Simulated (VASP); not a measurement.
A run of VASP 6.6.1 is set up as follows.

INCAR

```
SYSTEM = CdTe
ALGO = Normal ; EDIFF = 1E-6
EDIFFG = -0.001 ; ENCUT = 600
GGA = PE ; IBRION = 2
ISIF = 3 ; ISMEAR = 0
LASPH = .TRUE. ; LCHARG = .FALSE.
LREAL = .FALSE. ; LWAVE = .FALSE.
NELM = 60 ; NSW = 80
PREC = Accurate ; PSTRESS = 20.0
SIGMA = 0.01
```

Contents of KPOINTS:

```
k-points
0
G
  10 10 10
  0 0 0
```

Contents of POSCAR:

```
CdTe
1.0
    0.0000000000      3.3092645897      3.3092645897
    3.3092645897      0.0000000000      3.3092645897
    3.3092645897      3.3092645897      0.0000000000
Cd Te
1 1
Direct
    0.0000000000      0.0000000000      0.0000000000
    0.7500000000      0.7500000000      0.7500000000
```

Potentials or basis: VASP PAW PBE potentials, release 64 (Cd, Te).

Command:

```console
$ cat potpaw_PBE.64/Cd/POTCAR potpaw_PBE.64/Te/POTCAR > POTCAR
$ mpirun -np 1 vasp_std > vasp.out
```

Q: What does it give for the band gap on the k mesh?

A: 0.73 eV.

Q: Predict the relaxed volume.

A: 34.53 Å³/atom.

Step by step:
| step | energy change (eV) | largest force (eV/Å) | pressure (GPa) | volume (Å³) |
| --- | --- | --- | --- | --- |
| 1 | 0.0000 | 0.0000 | 0.07 | 72.48 |
| 2 | 0.0366 | 0.0000 | 2.71 | 67.99 |
| 3 | 0.0212 | 0.0000 | 2.01 | 69.04 |
| 4 | 0.0204 | 0.0000 | 1.96 | 69.11 |
| 5 | 0.0204 | 0.0000 | 1.96 | 69.11 |
| 6 | 0.0205 | 0.0000 | 1.95 | 69.10 |
| 7 | 0.0205 | 0.0000 | 1.96 | 69.10 |
| 8 | 0.0205 | 0.0000 | 1.97 | 69.10 |
| 9 | 0.0205 | 0.0000 | 1.96 | 69.10 |
| 10 | 0.0205 | 0.0000 | 1.96 | 69.10 |
| 11 | 0.0205 | 0.0000 | 1.96 | 69.10 |
| 12 | 0.0205 | 0.0000 | 1.96 | 69.10 |
| 13 | 0.0205 | 0.0000 | 1.96 | 69.10 |
| 14 | 0.0206 | 0.0000 | 1.97 | 69.09 |
| 15 | 0.0208 | 0.0000 | 1.98 | 69.08 |
| 16 | 0.0211 | 0.0000 | 1.99 | 69.05 |
| 17 | 0.0217 | 0.0000 | 2.01 | 69.01 |
| 18 | 0.0214 | 0.0000 | 2.02 | 69.03 |
| 19 | 0.0212 | 0.0000 | 2.01 | 69.04 |
| 20 | 0.0211 | 0.0000 | 2.01 | 69.05 |
| 21 | 0.0211 | 0.0000 | 2.01 | 69.05 |
| 22 | 0.0211 | 0.0000 | 2.00 | 69.05 |

Caveat: the cell is relaxed towards a set pressure, so the run minimises the enthalpy, not the energy; spin-orbit coupling is left out, which moves the levels of the heavy elements.
